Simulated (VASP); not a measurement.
# Ta4S4Br (P-3m1) in VASP: a series of runs

Ta4S4Br is run at these levels: PBE+D3(BJ); tasks: single point, relaxation of cell and atoms.

Program: VASP 6.6.1. These are calculated values, not measurements. Logs are shortened: lines on timing, memory, paths and dates and some standing lists are left out, and cuts for length are marked.

## (1) The cell of the first run

It takes space group P-3m1 (No. 164, trigonal). Conventional cell: a = 3.582 Å, b = 3.582 Å, c = 14.434 Å, α = 90.00°, β = 90.00°, γ = 120.00°. Within 3.3 Å of Ta (site symmetry 3m) lie 6 S at 2.50 Å. Within 3.3 Å of Ta (site symmetry 3m) lie 3 S at 2.50 Å and 3 Br at 2.65 Å. S (site symmetry 3m) has 6 Ta at 2.50 Å within 3.3 Å. S (site symmetry 3m) has 3 Ta at 2.50 Å and 12 S at 3.35 to 3.58 Å within 3.6 Å. Br (site symmetry -3m) has 6 Ta at 2.65 Å and 6 Br at 3.58 Å and 6 S at 3.70 Å within 3.8 Å.

## (2) Single point, PBE+D3(BJ)

Contents of INCAR:

```
  ALGO = Normal
  EDIFF = 1E-7
  ENCUT = 520
  GGA = PE
  ISIF = 2
  ISMEAR = 0
  IVDW = 12
  LASPH = True
  LCHARG = False
  LREAL = False
  LWAVE = False
  NBANDS = 48
  NELM = 60
  PREC = Accurate
  SIGMA = 0.1
```

Contents of KPOINTS:

```
k-points
0
Gamma
  6 6 2
```

Contents of POSCAR:

```
Ta4S4Br
1.0
    3.5815921200      0.0000000000      0.0000000000
   -1.7907960600      3.1017497600      0.0000000000
    0.0000000000      0.0000000000     14.4338490700
Ta S Br
4 4 1
Direct
    0.0000000000      0.0000000000      0.8107385500
    0.0000000000      0.0000000000      0.1892614500
    0.3333333300      0.6666666700      0.3847822000
    0.6666666700      0.3333333300      0.6152178000
    0.3333333300      0.6666666700      0.7129781800
    0.6666666700      0.3333333300      0.9084989300
    0.3333333300      0.6666666700      0.0915010700
    0.6666666700      0.3333333300      0.2870218200
    0.0000000000      0.0000000000      0.5000000000
```

Potentials or basis: VASP PAW PBE potentials, release 64 (Ta_pv, S, Br).

Run with:

```console
cat potpaw_PBE.64/Ta_pv/POTCAR potpaw_PBE.64/S/POTCAR potpaw_PBE.64/Br/POTCAR > POTCAR
mpirun -np 1 vasp_std > vasp.out
```

OUTCAR:

```text
EDIFF = 1E-7
   ENCUT = 520
   GGA = PE
   ISIF = 2
   ISMEAR = 0
   IVDW = 12
   LASPH = True
   LREAL = False
   NELM = 60
   PREC = Accurate
 IVDW          = 12

 ion  position               nearest neighbor table
   1  0.000  0.000  0.811-   5 2.50   5 2.50   5 2.50   6 2.50   6 2.50   6 2.50   4 3.50   4 3.50
                             4 3.50
   2  0.000  0.000  0.189-   8 2.50   8 2.50   8 2.50   7 2.50   7 2.50   7 2.50   3 3.50   3 3.50
                             3 3.50
   3  0.333  0.667  0.385-   8 2.50   8 2.50   8 2.50   9 2.65   9 2.65   9 2.65   2 3.50   2 3.50
                             2 3.50
   4  0.667  0.333  0.615-   5 2.50   5 2.50   5 2.50   9 2.65   9 2.65   9 2.65   1 3.50   1 3.50
                             1 3.50
   5  0.333  0.667  0.713-   1 2.50   1 2.50   1 2.50   4 2.50   4 2.50   4 2.50
   6  0.667  0.333  0.908-   1 2.50   1 2.50   1 2.50
   7  0.333  0.667  0.092-   2 2.50   2 2.50   2 2.50
   8  0.667  0.333  0.287-   2 2.50   2 2.50   2 2.50   3 2.50   3 2.50   3 2.50
   9  0.000  0.000  0.500-   3 2.65   4 2.65   3 2.65   4 2.65   4 2.65   3 2.65

  LATTYP: Found a hexagonal cell.
 ALAT       =     3.5815921200
 C/A-ratio  =     4.0300091653

  Lattice vectors:

 A1 = (   3.5815921200,   0.0000000000,   0.0000000000)
 A2 = (  -1.7907960600,   3.1017497600,   0.0000000000)
 A3 = (   0.0000000000,   0.0000000000,  14.4338490700)

Analysis of symmetry for initial positions (statically):
=====================================================================
 Subroutine PRICEL returns:
 Original cell was already a primitive cell.

 Routine SETGRP: Setting up the symmetry group for a
 hexagonal supercell.

 Subroutine GETGRP returns: Found 12 space group operations
 (whereof 12 operations were pure point group operations)
 out of a pool of 24 trial point group operations.

The static configuration has the point symmetry D_3d.

Analysis of symmetry for dynamics (positions and initial velocities):
=====================================================================
 Subroutine PRICEL returns:
 Original cell was already a primitive cell.

 Routine SETGRP: Setting up the symmetry group for a
 hexagonal supercell.

 Subroutine GETGRP returns: Found 12 space group operations
 (whereof 12 operations were pure point group operations)
 out of a pool of 24 trial point group operations.

The dynamic configuration has the point symmetry D_3d.

 Subroutine INISYM returns: Found 12 space group operations
 (whereof 12 operations are pure point group operations),
 and found     1 'primitive' translations

----------------------------------------------------------------------------------------

                                     Primitive cell

  volume of cell :     160.3486

  direct lattice vectors                    reciprocal lattice vectors
     3.581592120  0.000000000  0.000000000     0.279205439  0.161199335  0.000000000
    -1.790796060  3.101749760  0.000000000     0.000000000  0.322398671  0.000000000
     0.000000000  0.000000000 14.433849070     0.000000000  0.000000000  0.069281589

  length of vectors
     3.581592120  3.581592118 14.433849070     0.322398671  0.322398671  0.069281589

  position of ions in fractional coordinates (direct lattice)
     0.000000000  0.000000000  0.810738550
     0.000000000  0.000000000  0.189261450
     0.333333330  0.666666670  0.384782200
     0.666666670  0.333333330  0.615217800
     0.333333330  0.666666670  0.712978180
     0.666666670  0.333333330  0.908498930
     0.333333330  0.666666670  0.091501070
     0.666666670  0.333333330  0.287021820
     0.000000000  0.000000000  0.500000000

  ion indices of the primitive-cell ions
   primitive index   ion index
                 1           1
                 2           2
                 3           3
                 4           4
                 5           5
                 6           6
                 7           7
                 8           8
                 9           9

----------------------------------------------------------------------------------------

 KPOINTS: k-points

Automatic generation of k-mesh.
 Grid dimensions read from file:
 generate k-points for:    6    6    2

 Generating k-lattice:

  Cartesian coordinates                     Fractional coordinates (reciprocal lattice)
     0.046534240  0.026866556  0.000000000     0.166666667  0.000000000  0.000000000
     0.000000000  0.053733112  0.000000000     0.000000000  0.166666667  0.000000000
     0.000000000  0.000000000  0.034640795     0.000000000  0.000000000  0.500000000

  Length of vectors
     0.053733112  0.053733112  0.034640795

  Shift w.r.t. Gamma in fractional coordinates (k-lattice)
     0.000000000  0.000000000  0.000000000

 Subroutine IBZKPT returns following result:
 ===========================================

 Found     14 irreducible k-points:

 Following reciprocal coordinates:
            Coordinates               Weight
  0.000000  0.000000  0.000000      1.000000
  0.166667  0.000000  0.000000      6.000000
  0.333333  0.000000  0.000000      6.000000
  0.500000  0.000000  0.000000      3.000000
  0.166667  0.166667  0.000000      6.000000
  0.333333  0.166667  0.000000     12.000000
  0.333333  0.333333  0.000000      2.000000
  0.000000  0.000000  0.500000      1.000000
  0.166667  0.000000  0.500000      6.000000
  0.333333  0.000000  0.500000      6.000000
  0.500000  0.000000  0.500000      3.000000
  0.166667  0.166667  0.500000      6.000000
  0.333333  0.166667  0.500000     12.000000
  0.333333  0.333333  0.500000      2.000000
   k-points           NKPTS =     14   k-points in BZ     NKDIM =     14   number of bands    NBANDS=     48
   number of dos      NEDOS =    301   number of ions     NIONS =      9
   total plane-waves  NPLWV =  84672
   dimension x,y,z NGX =    28 NGY =   28 NGZ =  108
   dimension x,y,z NGXF=    56 NGYF=   56 NGZF=  216
   ions per type =               4   4   1
   NGX,Y,Z   is equivalent  to a cutoff of  13.00, 13.00, 12.44 a.u.
   NGXF,Y,Z  is equivalent  to a cutoff of  25.99, 25.99, 24.88 a.u.
 SYSTEM =  unknown system
   PREC   = accura    normal or accurate (medium, high low for compatibility)
   ISTART =      0    job   : 0-new  1-cont  2-samecut
   ICHARG =      2    charge: 1-file 2-atom 10-const
   ISPIN  =      1    spin polarized calculation?
   LNONCOLLINEAR =      F non collinear calculations
   LSORBIT =      F    spin-orbit coupling
   LASPH  =      T    aspherical Exc in radial PAW
   ENCUT  =  520.0 eV  38.22 Ry    6.18 a.u.   6.66  6.66 26.84*2*pi/ulx,y,z
   NELM   =     60;   NELMIN=  2; NELMDL= -5     # of ELM steps
   EDIFF  = 0.1E-06   stopping-criterion for ELM
   LREAL  =      F    real-space projection
   EDIFFG = 0.1E-05   stopping-criterion for IOM
   NSW    =      0    number of steps for IOM
   IBRION =     -1    ionic relax: 0-MD 1-quasi-New 2-CG
   NFREE  =      0    steps in history (QN), initial steepest desc. (CG)
   ISIF   =      2    stress and relaxation
   ISYM   =      2    0-nonsym 1-usesym 2-fastsym
   POTIM  = 0.5000    time-step for ionic-motion
   TEBEG  =    0.0;   TEEND  =   0.0 temperature during run
   PSTRESS=    0.0 pullay stress
   NELECT =      75.0000    total number of electrons
   NUPDOWN=      -1.0000    fix difference up-down
   EMIN   =  10.00;   EMAX   =-10.00  energy-range for DOS
   EFERMI =   0.00;   METHOD = LEGACY
   ISMEAR =     0;   SIGMA  =   0.10  broadening in eV -4-tet -1-fermi 0-gaus
   EFERMI_NEDOS =   21; number of points for ismear=-14 and -15
   IALGO  =     38    algorithm
   IMIX   =      4    mixing-type and parameters
     AMIX     =   0.40;   BMIX     =  1.00
     AMIX_MAG =   1.60;   BMIX_MAG =  1.00
  volume/ion in A,a.u.               =      17.82       120.23
  Fermi-wavevector in a.u.,A,eV,Ry     =   1.270789  2.401444 21.972125  1.614906
  Thomas-Fermi vector in A             =   2.403758
   LORBIT       =      0    0 simple, 1 ext, 2 COOP (PROOUT), +10 PAW based schemes
   GGA     = PE    functional components
   LHFCALC =     F    Hartree Fock is set to
   AEXX    =    0.0000 exact exchange contribution
   IVDW    =    12    specifies the selected vdW correction
   LEPSILON=     F    determine dielectric tensor
   LRPA    =     F    only Hartree local field effects (RPA)
 non-spin polarized calculation
 Gauss-broadening in eV      SIGMA  =   0.10
  energy-cutoff  :      520.00
  volume of cell :      160.35
 maximum number of plane-waves:      4362
 NGX is ok and might be reduce to    28
   NGX = 13   NGY = 13   NGZ = 53

 number of electron      74.9999996 magnetization

 Free energy of the ion-electron system (eV)
  ---------------------------------------------------
  ext. energy  EPLUGINS =         0.00000000
  ---------------------------------------------------
  free energy    TOTEN  =       -65.86636323 eV

  energy without entropy =      -65.82384537  energy(sigma->0) =      -65.84510430

 E-fermi :   7.6401     XC(G=0): -11.3651

 val. band max:        7.6312146983   @ k =   0.3333   0.1667   0.5000
 cond. band min:       7.6406933512   @ k =   0.1667   0.1667   0.5000
 fundamental gap:      0.0094786529
 Fermi energy:         7.6400566130

 k-point     1 :       0.0000    0.0000    0.0000
  band No.  band energies     occupation
      1     -28.1868      2.00000
      2     -28.1798      2.00000
      3     -28.1764      2.00000
      4     -28.1764      2.00000
      5     -28.1764      2.00000
      6     -28.1764      2.00000
[... 40 lines left out ...]
     47       8.7111      0.00000
     48       8.8475      0.00000

 k-point     2 :       0.1667    0.0000    0.0000
  band No.  band energies     occupation
      1     -28.2180      2.00000
      2     -28.2173      2.00000
      3     -28.1855      2.00000
      4     -28.1855      2.00000
      5     -28.1727      2.00000
      6     -28.1688      2.00000
[... 40 lines left out ...]
     47       8.9024      0.00000
     48       8.9062      0.00000

 k-point     3 :       0.3333    0.0000    0.0000
  band No.  band energies     occupation
      1     -28.2952      2.00000
      2     -28.2949      2.00000
      3     -28.2036      2.00000
      4     -28.2036      2.00000
      5     -28.1515      2.00000
      6     -28.1500      2.00000
[... 40 lines left out ...]
     47       9.4484      0.00000
     48       9.5779      0.00000

 k-point     4 :       0.5000    0.0000    0.0000
  band No.  band energies     occupation
      1     -28.3331      2.00000
      2     -28.3330      2.00000
      3     -28.2126      2.00000
      4     -28.2126      2.00000
      5     -28.1442      2.00000
      6     -28.1440      2.00000
[... 448 lines left out ...]
     47       9.3348      0.00000
     48       9.4238      0.00000

 k-point    13 :       0.3333    0.1667    0.5000
  band No.  band energies     occupation
      1     -28.3131      2.00000
      2     -28.3129      2.00000
      3     -28.2336      2.00000
      4     -28.2335      2.00000
      5     -28.1417      2.00000
      6     -28.1410      2.00000
[... 40 lines left out ...]
     47       9.3939      0.00000
     48      10.1160      0.00000

 k-point    14 :       0.3333    0.3333    0.5000
  band No.  band energies     occupation
      1     -28.2856      2.00000
      2     -28.2856      2.00000
      3     -28.2851      2.00000
      4     -28.2851      2.00000
      5     -28.1355      2.00000
      6     -28.1343      2.00000
[... 40 lines left out ...]
     47       9.6091      0.00000
     48      10.0008      0.00000

------------------------ aborting loop because EDIFF is reached ----------------------------------------

 Edisp (eV)   -4.40284

 E8    (eV) :    -1.9857

  FORCE on cell =-STRESS in cart. coord.  units (eV):
  Direction    XX          YY          ZZ          XY          YZ          ZX
  --------------------------------------------------------------------------------------
  -------------------------------------------------------------------------------------
  Total      -4.26779    -4.26779    -1.99709     0.00000     0.00000     0.00000
  in kB     -42.64305   -42.64305   -19.95462     0.00000     0.00000     0.00000
  external pressure =      -35.08 kB  Pullay stress =        0.00 kB

 VOLUME and BASIS-vectors are now :
 -----------------------------------------------------------------------------
  energy-cutoff  :      520.00
  volume of cell :      160.35
      direct lattice vectors                 reciprocal lattice vectors
     3.581592120  0.000000000  0.000000000     0.279205439  0.161199335  0.000000000
    -1.790796060  3.101749760  0.000000000     0.000000000  0.322398671  0.000000000
     0.000000000  0.000000000 14.433849070     0.000000000  0.000000000  0.069281589

 POSITION                                       TOTAL-FORCE (eV/Angst)
 -----------------------------------------------------------------------------------
      0.00000      0.00000     11.70208        -0.000000      0.000000      0.112563
      0.00000      0.00000      2.73177        -0.000000     -0.000000     -0.112563
     -0.00000      2.06783      5.55389        -0.000000      0.000000     -3.181739
      1.79080      1.03392      8.87996         0.000000     -0.000000      3.181739
     -0.00000      2.06783     10.29102         0.000000      0.000000     -1.771415
      1.79080      1.03392     13.11314        -0.000000      0.000000     -0.252904
     -0.00000      2.06783      1.32071         0.000000      0.000000      0.252904
      1.79080      1.03392      4.14283        -0.000000     -0.000000      1.771415
      0.00000      0.00000      7.21692        -0.000000      0.000000      0.000000
 -----------------------------------------------------------------------------------
    total drift:                                0.000000      0.000000      0.000000

  FREE ENERGIE OF THE ION-ELECTRON SYSTEM (eV)
  ---------------------------------------------------
  free  energy   TOTEN  =       -70.2692014888 eV

  energy  without entropy=      -70.2266836211  energy(sigma->0) =      -70.24794255
```

Wall time 1.7 min (1 thread of Intel Xeon 6975P-C (Granite Rapids), shared host); peak memory 0.33 GiB.

What came out:

```yaml
Free_energy: -70.2692 eV
Pressure: -3.5 GPa
Largest_force: 3.182 eV/Å
Band_gap_on_the_k_mesh: zero (an odd number of electrons rules out a gap without spin polarisation)
Dispersion_energy_per_atom: -0.489 eV
```

Forces in eV/Å, atoms in the order of the input:
```
Ta   0.000  0.000  0.113
Ta   0.000  0.000 -0.113
Ta   0.000  0.000 -3.182
Ta   0.000  0.000  3.182
S    0.000  0.000 -1.771
S    0.000  0.000 -0.253
S    0.000  0.000  0.253
S    0.000  0.000  1.771
Br   0.000  0.000  0.000
```

Caveat: the cell stands under tension; spin-orbit coupling is left out, which moves the levels of the heavy elements; an odd number of electrons without spin polarisation forces a metal; a magnetic or distorted state may lie lower.

[end of part 1 of 2]
